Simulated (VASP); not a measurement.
# P (Cmce) in VASP: further runs, part 2 of 3

VASP 6.6.1.

### 4 Single point, BLYP (34.21 Å³/atom)

This run uses another cell than the first one, of 34.21 Å³/atom.

INCAR reads:

```
SYSTEM = P
  AGGAC = 1.0
  AGGAX = 1.0
  ALDAC = 0.0
  ALDAX = 1.0
  ALGO = Normal
  EDIFF = 1E-6
  ENCUT = 520
  GGA = B5
  ISIF = 2
  ISMEAR = -1
  LASPH = .True.
  LCHARG = .False.
  LREAL = .False.
  LWAVE = .False.
  NBANDS = 18
  NELM = 60
  PREC = Accurate
  SIGMA = 0.05
```

KPOINTS reads:

```
k-points
0
Gamma
  8 8 6
  0 0 0
```

POSCAR reads:

```
P
1.0
    1.6806937682     -8.3590002862      0.0000000000
    1.6806937682      8.3590002862      0.0000000000
    0.0000000000      0.0000000000      4.8707690542
P
4
Direct
    0.9368450748      0.0631549252      0.5959841186
    0.0631549252      0.9368450748      0.4040158814
    0.5631549252      0.4368450748      0.0959841186
    0.4368450748      0.5631549252      0.9040158814
```

Potentials or basis: VASP PAW PBE potentials, release 64 (P).

The run is started by

```sh
> cat potpaw_PBE.64/P/POTCAR > POTCAR
> mpirun -np 1 vasp_std > vasp.out
```

OUTCAR:

```text
SYSTEM = P
   EDIFF = 1E-6
   ENCUT = 520
   GGA = B5
   ISIF = 2
   ISMEAR = -1
   LASPH = .True.
   LREAL = .False.
   NELM = 60
   PREC = Accurate

 ion  position               nearest neighbor table
   1  0.937  0.063  0.596-   4 2.25   4 2.25   2 2.31
   2  0.063  0.937  0.404-   3 2.25   3 2.25   1 2.31
   3  0.563  0.437  0.096-   2 2.25   2 2.25   4 2.31
   4  0.437  0.563  0.904-   1 2.25   1 2.25   3 2.31

  LATTYP: Found a base centered orthorhombic cell.
 ALAT       =     3.3613875364
 B/A-ratio  =     4.9735415484
 C/A-ratio  =     1.4490352575

  Lattice vectors:

 A1 = (   1.6806937682,  -8.3590002862,   0.0000000000)
 A2 = (   1.6806937682,   8.3590002862,   0.0000000000)
 A3 = (   0.0000000000,   0.0000000000,   4.8707690542)

Analysis of symmetry for initial positions (statically):
=====================================================================
 Subroutine PRICEL returns:
 Original cell was already a primitive cell.

 Routine SETGRP: Setting up the symmetry group for a
[... 172 lines left out ...]

 E-fermi :   1.9309     XC(G=0):  -6.2280

 val. band max:        1.3972478811   @ k =   0.5000   0.5000   0.0000
 cond. band min:       2.4109073055   @ k =   0.5000   0.5000   0.0000
 fundamental gap:      1.0136594244
 Fermi energy:         1.9309491430

 k-point     1 :       0.0000    0.0000    0.0000
  band No.  band energies     occupation
      1     -13.0076      2.00000
      2     -10.8362      2.00000
      3      -7.7564      2.00000
      4      -3.8678      2.00000
      5      -3.5527      2.00000
      6      -2.5905      2.00000
[... 481 lines left out ...]
      5      -3.7667      2.00000
      6      -3.2615      2.00000
[... 10 lines left out ...]
     17       7.0589      0.00000
     18       7.6508      0.00000

 [... further k-points ...]

------------------------ aborting loop because EDIFF is reached ----------------------------------------

  FORCE on cell =-STRESS in cart. coord.  units (eV):
  Direction    XX          YY          ZZ          XY          YZ          ZX
  --------------------------------------------------------------------------------------
  -------------------------------------------------------------------------------------
  Total       -0.0926841     -0.0069827     -0.1104900      0.0000000      0.0000000      0.0000000
  in kB       -1.0850395     -0.0817454     -1.2934904      0.0000000      0.0000000      0.0000000
  external PRESSURE =      -0.8200918 kB  Pullay stress =       0.0000000 kB

 VOLUME and BASIS-vectors are now :
 -----------------------------------------------------------------------------
  energy-cutoff  :      520.00
  volume of cell :      136.86
      direct lattice vectors                 reciprocal lattice vectors
     1.680693768 -8.359000286  0.000000000     0.297496194 -0.059815765  0.000000000
     1.680693768  8.359000286  0.000000000     0.297496194  0.059815765  0.000000000
     0.000000000  0.000000000  4.870769054     0.000000000  0.000000000  0.205306388

 POSITION                                       TOTAL-FORCE (eV/Angst)
 -----------------------------------------------------------------------------------
      1.68069     -7.30318      2.90290         0.000000     -0.012084      0.021803
      1.68069      7.30318      1.96787         0.000000      0.012084     -0.021803
      1.68069     -1.05582      0.46752         0.000000      0.012084      0.021803
      1.68069      1.05582      4.40325         0.000000     -0.012084     -0.021803
 -----------------------------------------------------------------------------------
    total drift:                                0.000000      0.000000      0.000000

  FREE ENERGIE OF THE ION-ELECTRON SYSTEM (eV)
  ---------------------------------------------------
  free  energy   TOTEN  =       -18.8444096420 eV

  energy  without entropy=      -18.8444081273  energy(sigma->0) =      -18.84440888
```

stdout:

```text
POSCAR found type information on POSCAR P
 POSCAR found :  1 types and       4 ions
 scaLAPACK will be used
 -----------------------------------------------------------------------------
|                                                                             |
|                                                                             |
|     You enforced a specific xc type in the INCAR file but a different       |
|     I HOPE YOU KNOW WHAT YOU ARE DOING!                                     |
|                                                                             |
 -----------------------------------------------------------------------------

 LDA part: xc-table for (Slater(with rela. corr.)+VWN5), standard interpolation
 POSCAR, INCAR and KPOINTS ok, starting setup
 FFT: planning ... GRIDC
 FFT: planning ... GRID_SOFT
 FFT: planning ... GRID
 WAVECAR not read
 entering main loop
```

It took 3.7 min on 1 thread of AMD EPYC 9R45 (Zen 5), shared host; peak memory 0.41 GiB.

What came out:

```
Free energy            : -18.8444 eV
Pressure               : -0.1 GPa
Largest force          : 0.025 eV/Å
Band gap on the k mesh : 1.01 eV
```

Forces in eV/Å, atoms in the order of the input:
```
P    0.000 -0.012  0.022
P    0.000  0.012 -0.022
P    0.000  0.012  0.022
P    0.000 -0.012 -0.022
```

Caveat: the PAW data sets were made with another functional, which shifts forces and pressure a little. A k mesh can miss the band edges.

### 5 Relaxation of cell and atoms, BLYP (23.53 Å³/atom)

This run uses another cell than the first one, of 23.53 Å³/atom.

INCAR reads:

```
SYSTEM = P
AGGAC = 1.0
AGGAX = 1.0
ALDAC = 0.0
ALDAX = 1.0
ALGO = Normal
EDIFF = 1E-6
EDIFFG = -0.01
ENCUT = 600
GGA = B5
IBRION = 2
ISIF = 3
ISMEAR = -1
LASPH = .True.
LCHARG = .False.
LREAL = .False.
LWAVE = .False.
NELM = 60
NSW = 80
PREC = Accurate
SIGMA = 0.05
```

KPOINTS is that of step 4.

POSCAR reads:

```
P
1.0
    1.7263232574     -5.7256629323      0.0000000000
    1.7263232574      5.7256629323      0.0000000000
    0.0000000000      0.0000000000      4.7603195411
P
4
Direct
    0.9041431300      0.0958568700      0.5888151700
    0.0958568700      0.9041431300      0.4111848300
    0.5958568700      0.4041431300      0.0888151700
    0.4041431300      0.5958568700      0.9111848300
```

Potentials or basis: VASP PAW PBE potentials, release 64 (P).

The run is started by

```sh
> cat potpaw_PBE.64/P/POTCAR > POTCAR
> mpirun -np 1 vasp_std > vasp.out
```

OUTCAR:

```text
SYSTEM = P
   EDIFF = 1E-6
   EDIFFG = -0.01
   ENCUT = 600
   GGA = B5
   IBRION = 2
   ISIF = 3
   ISMEAR = -1
   LASPH = .True.
   LREAL = .False.
   NELM = 60
   NSW = 80
   PREC = Accurate

 ion  position               nearest neighbor table
   1  0.904  0.096  0.589-   4 2.31   4 2.31   2 2.35
   2  0.096  0.904  0.411-   3 2.31   3 2.31   1 2.35
   3  0.596  0.404  0.089-   2 2.31   2 2.31   4 2.35
   4  0.404  0.596  0.911-   1 2.31   1 2.31   3 2.35

  LATTYP: Found a base centered orthorhombic cell.
 ALAT       =     3.4526465148
 B/A-ratio  =     3.3166806435
 C/A-ratio  =     1.3787451222

  Lattice vectors:

 A1 = (   1.7263232574,  -5.7256629323,   0.0000000000)
 A2 = (   1.7263232574,   5.7256629323,   0.0000000000)
 A3 = (   0.0000000000,   0.0000000000,   4.7603195411)

Analysis of symmetry for initial positions (statically):
=====================================================================
 Subroutine PRICEL returns:
 Original cell was already a primitive cell.

 Routine SETGRP: Setting up the symmetry group for a
 base centered orthorhombic supercell.

 Subroutine GETGRP returns: Found  8 space group operations
 (whereof  4 operations were pure point group operations)
 out of a pool of  8 trial point group operations.

The static configuration has the point symmetry C_2h.
 The point group associated with its full space group is D_2h.

Analysis of symmetry for dynamics (positions and initial velocities):
=====================================================================
 Subroutine PRICEL returns:
 Original cell was already a primitive cell.

 Routine SETGRP: Setting up the symmetry group for a
 base centered orthorhombic supercell.

 Subroutine GETGRP returns: Found  8 space group operations
 (whereof  4 operations were pure point group operations)
 out of a pool of  8 trial point group operations.

The dynamic configuration has the point symmetry C_2h.
 The point group associated with its full space group is D_2h.

 Subroutine INISYM returns: Found  8 space group operations
 (whereof  4 operations are pure point group operations),
 and found     1 'primitive' translations

----------------------------------------------------------------------------------------

                                     Primitive cell

  volume of cell :      94.1053

  direct lattice vectors                    reciprocal lattice vectors
     1.726323257 -5.725662932  0.000000000     0.289632893 -0.087326133  0.000000000
     1.726323257  5.725662932  0.000000000     0.289632893  0.087326133  0.000000000
     0.000000000  0.000000000  4.760319541     0.000000000  0.000000000  0.210069932

  length of vectors
     5.980251500  5.980251500  4.760319541     0.302511267  0.302511267  0.210069932

  position of ions in fractional coordinates (direct lattice)
     0.904143130  0.095856870  0.588815170
     0.095856870  0.904143130  0.411184830
     0.595856870  0.404143130  0.088815170
     0.404143130  0.595856870  0.911184830

  ion indices of the primitive-cell ions
   primitive index   ion index
                 1           1
                 2           2
                 3           3
                 4           4

----------------------------------------------------------------------------------------

[... 70 lines left out ...]
   LREAL  =      F    real-space projection
   EDIFFG = -.1E-01   stopping-criterion for IOM
   NSW    =     80    number of steps for IOM
   IBRION =      2    ionic relax: 0-MD 1-quasi-New 2-CG
   NFREE  =      1    steps in history (QN), initial steepest desc. (CG)
   ISIF   =      3    stress and relaxation
   ISYM   =      2    0-nonsym 1-usesym 2-fastsym
   POTIM  = 0.5000    time-step for ionic-motion
   TEBEG  =    0.0;   TEEND  =   0.0 temperature during run
   PSTRESS=    0.0 pullay stress
   NELECT =      20.0000    total number of electrons
   NUPDOWN=      -1.0000    fix difference up-down
   EMIN   =  10.00;   EMAX   =-10.00  energy-range for DOS
   EFERMI =   0.00;   METHOD = LEGACY
   ISMEAR =    -1;   SIGMA  =   0.05  broadening in eV -4-tet -1-fermi 0-gaus
   EFERMI_NEDOS =   21; number of points for ismear=-14 and -15
   IALGO  =     38    algorithm
   IMIX   =      4    mixing-type and parameters
     AMIX     =   0.40;   BMIX     =  1.00
     AMIX_MAG =   1.60;   BMIX_MAG =  1.00
  volume/ion in A,a.u.               =      23.53       158.76
  Fermi-wavevector in a.u.,A,eV,Ry     =   0.976968  1.846201 12.986294  0.954466
  Thomas-Fermi vector in A             =   2.107628
   LORBIT       =      0    0 simple, 1 ext, 2 COOP (PROOUT), +10 PAW based schemes
   GGA     = B5    functional components
   LHFCALC =     F    Hartree Fock is set to
   AEXX    =    0.0000 exact exchange contribution
   IVDW    =     0    specifies the selected vdW correction
   LEPSILON=     F    determine dielectric tensor
   LRPA    =     F    only Hartree local field effects (RPA)
 conjugate gradient relaxation of ions
 non-spin polarized calculation
  energy-cutoff  :      600.00
  volume of cell :       94.11
 maximum number of plane-waves:      3167
   NGX = 23   NGY = 23   NGZ = 19

--------------------------------------- Ionic step        1  -------------------------------------------

 number of electron      19.9999999 magnetization

 Free energy of the ion-electron system (eV)
  ---------------------------------------------------
  ext. energy  EPLUGINS =         0.00000000
  ---------------------------------------------------
  free energy    TOTEN  =       -18.69392650 eV

  energy without entropy =      -18.69389322  energy(sigma->0) =      -18.69390986

------------------------ aborting loop because EDIFF is reached ----------------------------------------

  FORCE on cell =-STRESS in cart. coord.  units (eV):
  Direction    XX          YY          ZZ          XY          YZ          ZX
  --------------------------------------------------------------------------------------
  -------------------------------------------------------------------------------------
  Total       -2.2774450     -0.9814154     -1.2956722      0.0000000     -0.0000000      0.0000000
  in kB      -38.7743464    -16.7089618    -22.0592998      0.0000000     -0.0000000      0.0000000
  external PRESSURE =     -25.8475360 kB  Pullay stress =       0.0000000 kB
[... 95 lines left out ...]
  FREE ENERGIE OF THE ION-ELECTRON SYSTEM (eV)
  ---------------------------------------------------
  free  energy   TOTEN  =       -18.7495375473 eV

  energy  without entropy=      -18.7494761194  energy(sigma->0) =      -18.74950683

[... ionic steps 4 to 37 ...]

--------------------------------------- Ionic step       38  -------------------------------------------

 number of electron      19.9999997 magnetization

------------------------ aborting loop because EDIFF is reached ----------------------------------------
[... 71 lines left out ...]
--------------------------------------- Ionic step       40  -------------------------------------------

 number of electron      19.9999997 magnetization

 Free energy of the ion-electron system (eV)
  ---------------------------------------------------
  ext. energy  EPLUGINS =         0.00000000
  ---------------------------------------------------
  free energy    TOTEN  =       -18.83766344 eV

  energy without entropy =      -18.83766168  energy(sigma->0) =      -18.83766256

 E-fermi :   2.2412     XC(G=0):  -6.4739

 val. band max:        1.7226141211   @ k =   0.5000   0.5000   0.0000
 cond. band min:       2.7030302005   @ k =   0.5000   0.5000   0.0000
 fundamental gap:      0.9804160793
 Fermi energy:         2.2412005608

 k-point     1 :       0.0000    0.0000    0.0000
  band No.  band energies     occupation
      1     -12.7124      2.00000
      2     -10.5386      2.00000
      3      -7.4429      2.00000
      4      -3.5699      2.00000
      5      -3.2298      2.00000
      6      -2.2791      2.00000
      7      -1.4657      2.00000
      8      -0.1083      2.00000
      9       0.2636      2.00000
     10       1.6910      1.99997
     11       2.8807      0.00001
     12       3.5094      0.00000
     13       4.1989      0.00000
     14       4.8207      0.00000
[... 377 lines left out ...]
      1     -11.9080      2.00000
      2     -10.0313      2.00000
      3      -7.7086      2.00000
      4      -4.9019      2.00000
      5      -3.4668      2.00000
      6      -2.9603      2.00000
      7      -1.4943      2.00000
      8      -1.2596      2.00000
      9       0.2215      2.00000
     10       0.9295      2.00000
     11       3.5777      0.00000
     12       3.7527      0.00000
     13       4.5866      0.00000
     14       5.4329      0.00000

 [... further k-points ...]
[... 5 lines left out ...]
  --------------------------------------------------------------------------------------
  -------------------------------------------------------------------------------------
  Total        0.0108930      0.0088714     -0.0034239      0.0000000      0.0000000      0.0000000
  in kB        0.1338354      0.1089967     -0.0420678      0.0000000      0.0000000      0.0000000
  external PRESSURE =       0.0669214 kB  Pullay stress =       0.0000000 kB
[... 19 lines left out ...]
  FREE ENERGIE OF THE ION-ELECTRON SYSTEM (eV)
  ---------------------------------------------------
  free  energy   TOTEN  =       -18.8376634409 eV

  energy  without entropy=      -18.8376616781  energy(sigma->0) =      -18.83766256

 reached required accuracy - stopping structural energy minimisation
```

OSZICAR:

```text
N       E                     dE             d eps       ncg     rms          rms(c)
DAV:   1     0.843263851293E+02    0.84326E+02   -0.89433E+03  2352   0.133E+03
DAV:   2    -0.128293214294E+02   -0.97156E+02   -0.94087E+02  3084   0.189E+02
DAV:   3    -0.186893872109E+02   -0.58601E+01   -0.58317E+01  3138   0.508E+01
DAV:   4    -0.187892082354E+02   -0.99821E-01   -0.99653E-01  3172   0.749E+00
[... 358 lines left out ...]
DAV:   1    -0.188377227313E+02   -0.82519E-04   -0.21245E-03  2472   0.259E-01    0.370E-02
DAV:   2    -0.188376857519E+02    0.36979E-04   -0.10987E-04  2892   0.669E-02    0.194E-02
DAV:   3    -0.188376659410E+02    0.19811E-04   -0.42425E-05  2712   0.337E-02    0.779E-03
DAV:   4    -0.188376640056E+02    0.19353E-05   -0.46536E-06  3042   0.125E-02    0.307E-03
DAV:   5    -0.188376634409E+02    0.56472E-06   -0.24748E-07  1344   0.355E-03
  40 F= -.18837663E+02 E0= -.18837663E+02  d E =-.240087E-04
```

CONTCAR:

```text
P
   1.00000000000000
     1.6794073161559964   -7.9774144709586521    0.0000000000000000
     1.6794073161559964    7.9774144709586521   -0.0000000000000000
     0.0000000000000000    0.0000000000000000    4.8667481624095910
  P
     4
Direct
     0.9338615661969283    0.0661384338030717    0.5960906431584577
     0.0661384338030718    0.9338615661969283    0.4039093568415423
     0.5661384338030717    0.4338615661969280    0.0960906431584576
     0.4338615661969281    0.5661384338030717    0.9039093568415423

  0.00000000E+00  0.00000000E+00  0.00000000E+00
  0.00000000E+00  0.00000000E+00  0.00000000E+00
  0.00000000E+00  0.00000000E+00  0.00000000E+00
  0.00000000E+00  0.00000000E+00  0.00000000E+00
```

Wall time 45 min (1 thread of AMD EPYC 9R45 (Zen 5), shared host); peak memory 0.32 GiB.

What came out:

* Free energy: -18.8377 eV
* Relaxed volume: 32.60 Å³/atom
* Relaxed cell: a = 8.152 Å, b = 8.152 Å, c = 4.867 Å, α = 90.00°, β = 90.00°, γ = 156.22°
* Space group after relaxing (to 0.1 Å): Cmce (No. 64)
* Energy gained by relaxing: 35.9 meV/atom
* Ionic steps: 40
* Pressure after relaxing: 0.0 GPa
* Largest force after relaxing: 0.003 eV/Å
* Band gap on the k mesh: 0.98 eV

Forces in eV/Å, atoms in the order of the input:
```
P    0.000 -0.003 -0.001
P    0.000  0.003  0.001
P    0.000  0.003 -0.001
P    0.000 -0.003  0.001
```

The path:
```tsv
step	energy change (eV)	largest force (eV/Å)	pressure (GPa)	volume (Å³)
1	0.0000	0.5232	-2.58	94.11
2	-0.0477	0.1673	1.75	89.02
3	-0.0556	0.1388	0.45	90.36
4	-0.0628	0.1101	0.47	90.87
5	-0.0690	0.1971	0.53	91.81
6	-0.0735	0.1744	0.47	92.35
7	-0.0846	0.1185	0.30	93.97
8	-0.0962	0.1487	0.08	97.24
9	-0.0971	0.1919	0.02	98.32
10	-0.1036	0.1116	-0.13	99.93
11	-0.1059	0.0394	-0.24	101.35
12	-0.1060	0.0249	-0.26	101.64
13	-0.1101	0.0690	0.08	102.16
14	-0.1121	0.1434	0.52	102.80
15	-0.1154	0.1212	0.44	103.55
16	-0.1228	0.0579	0.24	105.76
17	-0.1297	0.0731	-0.08	110.16
18	-0.1301	0.0991	-0.13	111.10
19	-0.1336	0.0569	-0.02	112.85
20	-0.1347	0.0488	0.07	114.08
21	-0.1348	0.0551	0.11	114.60
22	-0.1361	0.0367	0.03	116.54
23	-0.1361	0.0433	0.03	116.68
24	-0.1377	0.0654	0.02	118.47
25	-0.1391	0.1148	0.03	121.81
26	-0.1404	0.0737	0.06	123.14
27	-0.1414	0.0397	0.10	124.86
28	-0.1411	0.1159	0.21	128.29
29	-0.1417	0.0441	0.14	125.88
30	-0.1428	0.0400	0.04	127.57
31	-0.1432	0.0375	-0.02	128.73
32	-0.1431	0.0334	-0.14	131.07
33	-0.1433	0.0347	-0.07	129.60
34	-0.1436	0.0015	-0.03	130.01
35	-0.1436	0.0139	-0.01	130.15
36	-0.1437	0.0082	0.03	130.26
37	-0.1437	0.0061	0.05	130.32
38	-0.1437	0.0069	0.04	130.30
39	-0.1437	0.0077	0.03	130.28
40	-0.1437	0.0034	0.01	130.40
```

Final structure:
```cif
data_structure
_symmetry_space_group_name_H-M 'P 1'
_symmetry_Int_Tables_number 1
_cell_length_a 8.1523
_cell_length_b 8.1523
_cell_length_c 4.8667
_cell_angle_alpha 90.000
_cell_angle_beta 90.000
_cell_angle_gamma 156.223
_cell_volume 130.40
loop_
_atom_site_label
_atom_site_type_symbol
_atom_site_fract_x
_atom_site_fract_y
_atom_site_fract_z
_atom_site_occupancy
P1 P 0.93386 0.06614 0.59609 1
P2 P 0.06614 0.93386 0.40391 1
P3 P 0.56614 0.43386 0.09609 1
P4 P 0.43386 0.56614 0.90391 1
```

Caveat: the volume moved by over 15 % at a fixed basis, so the end points are rough; the PAW data sets were made with another functional, which shifts forces and pressure a little.

(Continued in part 3 of 3.)
